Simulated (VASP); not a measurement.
Write the native input for VASP 6.6.1 that does the following.

| Quantity | Value |
| --- | --- |
| Task | relaxation of cell and atoms |
| Functional | PBE |
| Potentials or basis | VASP PAW PBE potentials, release 64 (Mg, Tl_d, F) |
| Cutoff | 600 eV |
| k mesh | 6 × 6 × 2 |
| Occupations | gaussian, width 0.1 eV |
| Spin | no spin polarisation |
| Dipole correction | no |
| Further INCAR settings | ALGO = Normal; EDIFF = 1e-07; IBRION = 2; EDIFFG = -0.04; NSW = 90; ISIF = 3 |

The structure of MgTlF4 lies in POSCAR:

```
MgTlF4
1.0
    3.4723357800      0.0000000000      0.0000000000
   -1.7361678900      3.0071310000      0.0000000000
    0.0000000000      0.0000000000      7.5002452900
Mg Tl F
1 1 4
Direct
    0.0000000000      0.0000000000      0.0000000000
    0.0000000000      0.0000000000      0.5000000000
    0.3333333300      0.6666666700      0.2500000000
    0.3333333300      0.6666666700      0.7500000000
    0.6666666700      0.3333333300      0.2500000000
    0.6666666700      0.3333333300      0.7500000000
```

These files were run (other wordings do the same):

INCAR

```
PREC     = Accurate       # precision mode
ENCUT    = 600            # plane-wave cutoff, eV
EDIFF    = 1E-7           # SCF threshold, eV
ISMEAR   = 0              # smearing method
SIGMA    = 0.1            # smearing width, eV
LREAL    = False          # projectors in reciprocal space
LASPH    = True           # aspherical terms in the spheres
NELM     = 100            # most SCF steps
ALGO     = Normal         # electronic algorithm
ISIF     = 3              # what is computed and relaxed
LWAVE    = False          # write WAVECAR
LCHARG   = False          # write CHGCAR
GGA      = PE             # functional
IBRION   = 2              # ionic algorithm
NSW      = 90             # ionic steps
EDIFFG   = -0.04          # ionic threshold
```

KPOINTS

```
regular mesh
0
Gamma
  6 6 2
```

Potentials or basis: VASP PAW PBE potentials, release 64 (Mg, Tl_d, F).

Command:

```bash
$ cat potpaw_PBE.64/Mg/POTCAR potpaw_PBE.64/Tl_d/POTCAR potpaw_PBE.64/F/POTCAR > POTCAR
$ mpirun -np 1 vasp_std > vasp.out
```

It gave:

```json
{"Relaxed volume": "13.89 Å³/atom", "Relaxed cell": "a = 3.825 Å, b = 3.825 Å, c = 6.576 Å, α = 90.00°, β = 90.00°, γ = 120.00°", "Space group after relaxing (to 0.05 Å)": "P6/mmm (No. 191)", "Energy gained by relaxing": "736.6 meV/atom", "Ionic steps": "28", "Pressure after relaxing": "0.0 GPa", "Largest force after relaxing": "0.015 eV/Å"}
```

Caveat: the k points lie up to 0.48 Å⁻¹ apart in the final cell; an odd number of electrons without spin polarisation forces a metal; a magnetic or distorted state may lie lower.

Wall time 7.1 min on 1 thread of AMD EPYC 7R13 Processor (Zen 3), on a shared host, peak memory 0.21 GiB.
